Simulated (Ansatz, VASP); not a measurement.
**SrTiO3 in VASP and in Ansatz**

The input POSCAR:

```
SrTiO3
1.0
    3.9068514982      0.0000000000      0.0000000000
    0.0000000000      3.9068514982      0.0000000000
    0.0000000000      0.0000000000      3.9068514982
Sr Ti O
1 1 3
Direct
    0.5000000000      0.5000000000      0.5000000000
    0.0000000000      0.0000000000      0.0000000000
    0.5000000000      0.0000000000      0.0000000000
    0.0000000000      0.5000000000      0.0000000000
    0.0000000000      0.0000000000      0.5000000000
```

The input INCAR.step1:

```
SYSTEM = SrTiO3
PREC = Accurate ; ENCUT = 520
ISMEAR = 0 ; SIGMA = 0.01
LREAL = .FALSE. ; LASPH = .TRUE.
NELM = 80 ; NBANDS = 28
GGA = PE ; ALGO = Normal
EDIFF = 1E-4 ; LWAVE = .TRUE.
LCHARG = .FALSE.
```

Contents of INCAR.step2:

```
SYSTEM = SrTiO3
PREC = Accurate ; ENCUT = 520
EDIFF = 1E-6 ; ISMEAR = 0
SIGMA = 0.01 ; LREAL = .FALSE.
LASPH = .TRUE. ; NELM = 80
ALGO = Normal ; ISIF = 2
LWAVE = .FALSE. ; LCHARG = .TRUE.
METAGGA = R2SCAN ; LMIXTAU = .TRUE.
LELF = .TRUE. ; LVHAR = .TRUE.
NBANDS = 28 ; ISTART = 1
```

The input KPOINTS:

```
regular mesh
0
G
  6 6 6
  0 0 0
```

Input for Ansatz:

```yaml
crystal:
  lattice:
    - [3.9068514982, 0.0, 0.0]
    - [0.0, 3.9068514982, 0.0]
    - [0.0, 0.0, 3.9068514982]
  atoms:
    - { symbol: Sr, position: [0.5, 0.5, 0.5] }
    - { symbol: Ti, position: [0.0, 0.0, 0.0] }
    - { symbol: O, position: [0.5, 0.0, 0.0] }
    - { symbol: O, position: [0.0, 0.5, 0.0] }
    - { symbol: O, position: [0.0, 0.0, 0.5] }
kpoints:
  mp_grid: { grid: [6, 6, 6] }
  band_path:
    path: [[0.0, 0.0, 0.0], [0.0, 0.5, 0.0], [0.5, 0.5, 0.0], [0.5, 0.5, 0.5]]
    npoints: 1
hamiltonian:
  xc: r2scan
scf:
  occupations: { method: fixed }
  n_extra_bands: 5
output:
  forces: true
  stress: true
  eigenvalues: true
```

Alike in both runs: task single point; functional r2SCAN; k mesh 6 × 6 × 6; no spin polarisation.

|  | VASP | Ansatz |
| --- | --- | --- |
| version | VASP 6.6.1 | Ansatz 0.2.0 |
| potentials or method | VASP PAW PBE potentials, release 64 (Sr_sv, Ti_sv, O) | plane waves, PAW |
| plane-wave cutoff (eV) | 520 | 500 |
| occupations | gaussian, width 0.01 eV | fixed |
| valence electrons in the cell | 40 | 40 |

VASP gave:

| Item | Value |
| --- | --- |
| gap on the k mesh at the Fermi level (eV) | 2.27 |
| pressure (GPa) | 0.9 |

Question: Estimate Ansatz's values.

Answer: gap on the k mesh at the Fermi level (eV): 2.26; pressure (GPa): 0.0.

VASP's potentials were made for PBE, not for r2SCAN.
